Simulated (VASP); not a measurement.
# Hg (R-3m) in VASP: a series of runs

The runs below take Hg through single point, relaxation of cell and atoms, with PBE, r2SCAN.

All numbers are computed with VASP 6.6.1; they aren't measurements. Logs are shortened: lines on timing, memory, paths and dates and some standing lists are left out, and cuts for length are marked.

## 1. The cell of the first run

The structure is trigonal, space group R-3m (No. 166). The conventional cell has a = 3.876 Å, b = 3.876 Å, c = 6.546 Å, α = 90.00°, β = 90.00°, γ = 120.00°. Hg (site symmetry -3m) has 12 Hg at 3.13 to 3.88 Å within 4.1 Å.

## 2. Single point, PBE

The input, INCAR:

```
PREC = Accurate
ENCUT = 520
EDIFF = 1E-6
ISMEAR = 0
SIGMA = 0.05
LREAL = F
LASPH = T
NELM = 100
ALGO = Normal
ISIF = 2
LWAVE = F
LCHARG = T
GGA = PE
LELF = T
LVHAR = T
NBANDS = 12
```

The input, KPOINTS:

```
regular mesh
0
Gamma
  8 8 8
```

The input, POSCAR:

```
Hg
1.0
    1.9381143621      1.1189708487      2.1818369835
   -1.9381143621      1.1189708487      2.1818369835
    0.0000000000     -2.2379416974      2.1818369835
Hg
1
Direct
    0.0000000000      0.0000000000      0.0000000000
```

Potentials or basis: VASP PAW PBE potentials, release 64 (Hg).

Run with:

```
cat potpaw_PBE.64/Hg/POTCAR > POTCAR
mpirun -np 1 vasp_std > vasp.out
```

OUTCAR:

```text
PREC = Accurate
   ENCUT = 520
   EDIFF = 1E-6
   ISMEAR = 0
   LREAL = F
   LASPH = T
   NELM = 100
   ISIF = 2
   GGA = PE

 ion  position               nearest neighbor table
   1  0.000  0.000  0.000-

  LATTYP: Found a trigonal (rhomboedric) cell.
 ALAT       =     3.1255072650
 COS(alpha) =     0.2309620530

  Lattice vectors:

 A1 = (   1.9381143621,   1.1189708487,   2.1818369835)
 A2 = (  -1.9381143621,   1.1189708487,   2.1818369835)
 A3 = (   0.0000000000,  -2.2379416974,   2.1818369835)

Analysis of symmetry for initial positions (statically):
=====================================================================
 Subroutine PRICEL returns:
 Original cell was already a primitive cell.

 Routine SETGRP: Setting up the symmetry group for a
 trigonal (rhombohedral) supercell.

 Subroutine GETGRP returns: Found 12 space group operations
 (whereof 12 operations were pure point group operations)
 out of a pool of 12 trial point group operations.

The static configuration has the point symmetry D_3d.

Analysis of symmetry for dynamics (positions and initial velocities):
=====================================================================
 Subroutine PRICEL returns:
 Original cell was already a primitive cell.

 Routine SETGRP: Setting up the symmetry group for a
 trigonal (rhombohedral) supercell.

 Subroutine GETGRP returns: Found 12 space group operations
 (whereof 12 operations were pure point group operations)
 out of a pool of 12 trial point group operations.

The dynamic configuration has the point symmetry D_3d.

 Subroutine INISYM returns: Found 12 space group operations
 (whereof 12 operations are pure point group operations),
 and found     1 'primitive' translations

----------------------------------------------------------------------------------------

                                     Primitive cell

  volume of cell :      28.3904

  direct lattice vectors                    reciprocal lattice vectors
     1.938114362  1.118970849  2.181836984     0.257982712  0.148946388  0.152776461
    -1.938114362  1.118970849  2.181836984    -0.257982712  0.148946388  0.152776461
     0.000000000 -2.237941697  2.181836984     0.000000000 -0.297892777  0.152776461

  length of vectors
     3.125507265  3.125507265  3.125507265     0.334784638  0.334784638  0.334784638

  position of ions in fractional coordinates (direct lattice)
     0.000000000  0.000000000  0.000000000

  ion indices of the primitive-cell ions
   primitive index   ion index
                 1           1

----------------------------------------------------------------------------------------

 KPOINTS: regular mesh

Automatic generation of k-mesh.
 Grid dimensions read from file:
 generate k-points for:    8    8    8

 Generating k-lattice:

  Cartesian coordinates                     Fractional coordinates (reciprocal lattice)
     0.032247839  0.018618299  0.019097058     0.125000000  0.000000000 -0.000000000
    -0.032247839  0.018618299  0.019097058     0.000000000  0.125000000 -0.000000000
     0.000000000 -0.037236597  0.019097058    -0.000000000 -0.000000000  0.125000000

  Length of vectors
     0.041848080  0.041848080  0.041848080

  Shift w.r.t. Gamma in fractional coordinates (k-lattice)
     0.000000000  0.000000000  0.000000000

 Subroutine IBZKPT returns following result:
 ===========================================

 Found     65 irreducible k-points:

 Following reciprocal coordinates:
            Coordinates               Weight
  0.000000  0.000000  0.000000      1.000000
  0.125000  0.000000  0.000000      6.000000
  0.250000  0.000000  0.000000      6.000000
  0.375000  0.000000 -0.000000      6.000000
  0.500000  0.000000  0.000000      3.000000
  0.125000  0.125000  0.000000      6.000000
[... 16 lines left out ...]
  0.250000  0.125000  0.125000      6.000000
  0.375000  0.125000  0.125000      6.000000
 [... further k-points ...]
   k-points           NKPTS =     65   k-points in BZ     NKDIM =     65   number of bands    NBANDS=     12
   number of dos      NEDOS =    301   number of ions     NIONS =      1
   total plane-waves  NPLWV =  13824
   dimension x,y,z NGX =    24 NGY =   24 NGZ =   24
   dimension x,y,z NGXF=    48 NGYF=   48 NGZF=   48
   ions per type =               1
   NGX,Y,Z   is equivalent  to a cutoff of  12.77, 12.77, 12.77 a.u.
   NGXF,Y,Z  is equivalent  to a cutoff of  25.53, 25.53, 25.53 a.u.
 SYSTEM =  unknown system
   PREC   = accura    normal or accurate (medium, high low for compatibility)
   ISTART =      0    job   : 0-new  1-cont  2-samecut
   ICHARG =      2    charge: 1-file 2-atom 10-const
   ISPIN  =      1    spin polarized calculation?
   LNONCOLLINEAR =      F non collinear calculations
   LSORBIT =      F    spin-orbit coupling
   LASPH  =      T    aspherical Exc in radial PAW
   ENCUT  =  520.0 eV  38.22 Ry    6.18 a.u.   5.81  5.81  5.81*2*pi/ulx,y,z
   NELM   =    100;   NELMIN=  2; NELMDL= -5     # of ELM steps
   EDIFF  = 0.1E-05   stopping-criterion for ELM
   LREAL  =      F    real-space projection
   EDIFFG = 0.1E-04   stopping-criterion for IOM
   NSW    =      0    number of steps for IOM
   IBRION =     -1    ionic relax: 0-MD 1-quasi-New 2-CG
   NFREE  =      0    steps in history (QN), initial steepest desc. (CG)
   ISIF   =      2    stress and relaxation
   ISYM   =      2    0-nonsym 1-usesym 2-fastsym
   POTIM  = 0.5000    time-step for ionic-motion
   TEBEG  =    0.0;   TEEND  =   0.0 temperature during run
   PSTRESS=    0.0 pullay stress
   NELECT =      12.0000    total number of electrons
   NUPDOWN=      -1.0000    fix difference up-down
   EMIN   =  10.00;   EMAX   =-10.00  energy-range for DOS
   EFERMI =   0.00;   METHOD = LEGACY
   ISMEAR =     0;   SIGMA  =   0.05  broadening in eV -4-tet -1-fermi 0-gaus
   EFERMI_NEDOS =   21; number of points for ismear=-14 and -15
   IALGO  =     38    algorithm
   IMIX   =      4    mixing-type and parameters
     AMIX     =   0.40;   BMIX     =  1.00
     AMIX_MAG =   1.60;   BMIX_MAG =  1.00
  volume/ion in A,a.u.               =      28.39       191.59
  Fermi-wavevector in a.u.,A,eV,Ry     =   1.228602  2.321722 20.537501  1.509464
  Thomas-Fermi vector in A             =   2.363522
   LORBIT       =      0    0 simple, 1 ext, 2 COOP (PROOUT), +10 PAW based schemes
   GGA     = PE    functional components
   LHFCALC =     F    Hartree Fock is set to
   AEXX    =    0.0000 exact exchange contribution
   IVDW    =     0    specifies the selected vdW correction
   LEPSILON=     F    determine dielectric tensor
   LRPA    =     F    only Hartree local field effects (RPA)
 non-spin polarized calculation
 Gauss-broadening in eV      SIGMA  =   0.05
  energy-cutoff  :      520.00
  volume of cell :       28.39
 maximum number of plane-waves:       774
   NGX = 11   NGY = 11   NGZ = 11

 number of electron      11.9999999 magnetization

 Free energy of the ion-electron system (eV)
  ---------------------------------------------------
  ext. energy  EPLUGINS =         0.00000000
  ---------------------------------------------------
  free energy    TOTEN  =        -0.17383640 eV

  energy without entropy =       -0.17348251  energy(sigma->0) =       -0.17365946

 E-fermi :   1.6417     XC(G=0):  -9.8098

 val. band max:        1.6282608052   @ k =   0.5000   0.5000   0.0000
 cond. band min:       1.7762565960   @ k =  -0.3750   0.5000   0.2500
 fundamental gap:      0.1479957908
 Fermi energy:         1.6417334031

 k-point     1 :       0.0000    0.0000    0.0000
  band No.  band energies     occupation
      1      -6.3817      2.00000
      2      -5.8504      2.00000
      3      -5.8504      2.00000
      4      -4.4639      2.00000
      5      -4.4639      2.00000
      6      -4.4511      2.00000
      7      11.9510      0.00000
      8      11.9510      0.00000
      9      12.2483      0.00000
     10      15.5970      0.00000
     11      17.0974      0.00000
     12      17.0974      0.00000

 k-point     2 :       0.1250    0.0000    0.0000
  band No.  band energies     occupation
      1      -6.1451      2.00000
      2      -5.8348      2.00000
      3      -5.6826      2.00000
      4      -4.5196      2.00000
      5      -4.4884      2.00000
      6      -4.4586      2.00000
      7       9.4564      0.00000
      8      12.1832      0.00000
      9      12.3856      0.00000
     10      16.3761      0.00000
     11      17.1473      0.00000
     12      19.3395      0.00000

 k-point     3 :       0.2500    0.0000    0.0000
  band No.  band energies     occupation
      1      -5.9383      2.00000
      2      -5.8069      2.00000
      3      -4.7570      2.00000
      4      -4.6375      2.00000
      5      -4.5224      2.00000
      6      -4.4484      2.00000
      7       5.8554      0.00000
      8      12.6862      0.00000
      9      12.7902      0.00000
     10      17.2589      0.00000
     11      17.3878      0.00000
     12      19.2638      0.00000

 k-point     4 :       0.3750    0.0000   -0.0000
  band No.  band energies     occupation
      1      -5.8947      2.00000
      2      -5.7972      2.00000
      3      -4.7282      2.00000
      4      -4.5322      2.00000
      5      -4.4648      2.00000
      6      -2.9918      2.00000
      7       2.5287      0.00000
      8      13.0489      0.00000
      9      13.0875      0.00000
     10      17.7332      0.00000
     11      17.9258      0.00000
     12      18.6774      0.00000

 k-point     5 :       0.5000    0.0000    0.0000
  band No.  band energies     occupation
      1      -5.8944      2.00000
      2      -5.7997      2.00000
      3      -4.7567      2.00000
      4      -4.5171      2.00000
      5      -4.4579      2.00000
      6      -1.1877      2.00000
      7       0.1896      2.00000
      8      13.1415      0.00000
      9      13.1778      0.00000
     10      17.2222      0.00000
     11      18.2287      0.00000
     12      19.1745      0.00000

 k-point     6 :       0.1250    0.1250    0.0000
  band No.  band energies     occupation
      1      -5.9767      2.00000
      2      -5.7080      2.00000
      3      -5.6253      2.00000
      4      -4.6458      2.00000
      5      -4.4929      2.00000
      6      -4.4865      2.00000
      7      10.3277      0.00000
      8      10.5484      0.00000
      9      12.1820      0.00000
     10      17.2434      0.00000
     11      17.6284      0.00000
     12      18.9923      0.00000

 k-point     7 :       0.2500    0.1250   -0.0000
  band No.  band energies     occupation
      1      -5.8593      2.00000
      2      -5.5852      2.00000
      3      -4.9590      2.00000
      4      -4.6372      2.00000
      5      -4.5448      2.00000
      6      -4.4574      2.00000
      7       6.7916      0.00000
      8      11.7454      0.00000
      9      12.5188      0.00000
     10      15.5131      0.00000
     11      18.0911      0.00000
     12      19.0836      0.00000

 k-point     8 :       0.3750    0.1250    0.0000
  band No.  band energies     occupation
      1      -5.8365      2.00000
      2      -5.5666      2.00000
      3      -4.9368      2.00000
      4      -4.5781      2.00000
      5      -4.4922      2.00000
      6      -3.0329      2.00000
      7       3.3545      0.00000
      8      12.2299      0.00000
      9      12.8740      0.00000
     10      14.9703      0.00000
     11      18.7262      0.00000
     12      19.2523      0.00000
[... 166 lines left out ...]
 k-point    20 :      -0.3750    0.3750    0.0000
  band No.  band energies     occupation
      1      -5.8153      2.00000
      2      -5.5194      2.00000
      3      -4.6662      2.00000
      4      -4.5812      2.00000
      5      -4.3821      2.00000
      6      -0.1269      2.00000
      7       3.2529      0.00000
      8       4.4249      0.00000
      9      13.4033      0.00000
     10      13.4964      0.00000
     11      17.1142      0.00000
     12      19.7628      0.00000

 k-point    21 :       0.5000    0.5000    0.0000
  band No.  band energies     occupation
      1      -5.8547      2.00000
      2      -5.7960      2.00000
      3      -4.6240      2.00000
      4      -4.5607      2.00000
      5      -3.8943      2.00000
      6       1.6283      1.29684
      7       2.0392      0.00000
      8       4.9899      0.00000
      9       9.6732      0.00000
     10      12.6709      0.00000
     11      17.2249      0.00000
     12      21.2694      0.00000

 k-point    22 :       0.1250    0.1250    0.1250
  band No.  band energies     occupation
      1      -5.7857      2.00000
      2      -5.6153      2.00000
      3      -5.6153      2.00000
      4      -4.6486      2.00000
      5      -4.6060      2.00000
      6      -4.6060      2.00000
      7      11.2189      0.00000
      8      11.2189      0.00000
      9      11.5898      0.00000
     10      17.2339      0.00000
     11      18.4286      0.00000
     12      18.4286      0.00000

 k-point    23 :       0.2500    0.1250    0.1250
  band No.  band energies     occupation
      1      -5.5847      2.00000
      2      -5.5791      2.00000
      3      -4.9834      2.00000
      4      -4.7816      2.00000
      5      -4.6230      2.00000
      6      -4.5571      2.00000
      7       7.6496      0.00000
      8      12.5882      0.00000
      9      12.8309      0.00000
     10      16.2919      0.00000
     11      16.9240      0.00000
     12      18.2846      0.00000

 k-point    24 :       0.3750    0.1250    0.1250
  band No.  band energies     occupation
      1      -5.5622      2.00000
      2      -5.5562      2.00000
      3      -4.8813      2.00000
      4      -4.8555      2.00000
      5      -4.6072      2.00000
      6      -3.1469      2.00000
      7       4.0940      0.00000
      8      13.3910      0.00000
      9      13.7543      0.00000
     10      15.2302      0.00000
     11      16.1020      0.00000
     12      17.4913      0.00000

 [... further k-points ...]
[... 5 lines left out ...]
  --------------------------------------------------------------------------------------
  -------------------------------------------------------------------------------------
  Total        0.0308155      0.0308155      0.0631294      0.0000000     -0.0000000     -0.0000000
  in kB        1.7390367      1.7390367      3.5626294      0.0000000     -0.0000000     -0.0000000
  external PRESSURE =       2.3469009 kB  Pullay stress =       0.0000000 kB

 VOLUME and BASIS-vectors are now :
 -----------------------------------------------------------------------------
  energy-cutoff  :      520.00
  volume of cell :       28.39
      direct lattice vectors                 reciprocal lattice vectors
     1.938114362  1.118970849  2.181836984     0.257982712  0.148946388  0.152776461
    -1.938114362  1.118970849  2.181836984    -0.257982712  0.148946388  0.152776461
     0.000000000 -2.237941697  2.181836984     0.000000000 -0.297892777  0.152776461

 POSITION                                       TOTAL-FORCE (eV/Angst)
 -----------------------------------------------------------------------------------
      0.00000      0.00000      0.00000         0.000000      0.000000      0.000000
 -----------------------------------------------------------------------------------
    total drift:                                0.000000      0.000000      0.000000

  FREE ENERGIE OF THE ION-ELECTRON SYSTEM (eV)
  ---------------------------------------------------
  free  energy   TOTEN  =        -0.1738364032 eV

  energy  without entropy=       -0.1734825118  energy(sigma->0) =       -0.17365946
```

Wall time 17 s (1 thread of Intel Xeon Platinum 8259CL at 2.50GHz (Skylake/Cascade Lake), shared host); peak memory 0.15 GiB.

Results:

```yaml
Free_energy: -0.1738 eV
Pressure: 0.2 GPa
Band_gap_on_the_k_mesh: zero (band 6 reaches 2.84 eV, above the bottom of band 7 at 0.19 eV)
```

Levels at points of the mesh, in eV from the Fermi level:
| k point | band 3 | band 4 | band 5 | band 6 | band 7 | band 8 | band 9 | band 10 |
| --- | --- | --- | --- | --- | --- | --- | --- | --- |
| (0.00, 0.00, 0.00) | -7.49 | -6.11 | -6.11 | -6.09 | 10.31 | 10.31 | 10.61 | 13.96 |
| (0.50, 0.00, 0.00) | -6.40 | -6.16 | -6.10 | -2.83 | -1.45 | 11.50 | 11.54 | 15.58 |
| (0.50, 0.50, 0.00) | -6.27 | -6.20 | -5.54 | -0.01 | 0.40 | 3.35 | 8.03 | 11.03 |
| (0.50, 0.50, 0.50) | -7.06 | -5.56 | -5.56 | 1.20 | 1.81 | 6.79 | 6.79 | 9.85 |

Caveat: spin-orbit coupling is left out, which moves the levels of the heavy elements.

(Part 1 of 2 ends here.)
